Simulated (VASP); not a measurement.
A run of VASP 6.6.1 is set up as follows.

The input INCAR:

```
PREC = Accurate ; ENCUT = 520
EDIFF = 1E-7 ; ISMEAR = -1
SIGMA = 0.05 ; LREAL = False
LASPH = True ; NELM = 60
ALGO = Normal ; ISIF = 2
LWAVE = False ; LCHARG = False
NBANDS = 25
```

KPOINTS

```
regular mesh
0
Gamma
  10 10 5
```

POSCAR

```
CuO
1.0
    2.3101994985     -1.6881714891      0.0000000000
    2.3101994985      1.6881714891      0.0000000000
   -0.8385391614      0.0000000000      4.9895114286
Cu O
2 2
Direct
    0.5000000000      0.0000000000      0.5000000000
    0.0000000000      0.5000000000      0.0000000000
    0.4184000000      0.5816000000      0.7500000000
    0.5816000000      0.4184000000      0.2500000000
```

Potentials or basis: VASP PAW LDA potentials, release 64 (Cu, O).

Launch:

```bash
$ cat potpaw_LDA.64/Cu/POTCAR potpaw_LDA.64/O/POTCAR > POTCAR
$ mpirun -np 1 vasp_std > vasp.out
```

Question: What does it give for the band gap on the k mesh?

Answer: Zero (bands 17 and 18 overlap by 0.61 eV).

Question: Estimate the largest force.

Answer: 0.294 eV/Å.

Question: What does it give for the pressure?

Answer: -1.4 GPa.

Stress tensor (GPa, compression positive):
```
-1.89  0.00 -0.80
 0.00  0.51  0.00
-0.80  0.00 -2.74
```

Caveat: semilocal functionals often make such compounds metallic where correlation or magnetic order opens a gap, which also shifts bond lengths. With open d or f shells a metallic result of LDA can be an artefact of self-interaction; +U or a hybrid may open a gap.
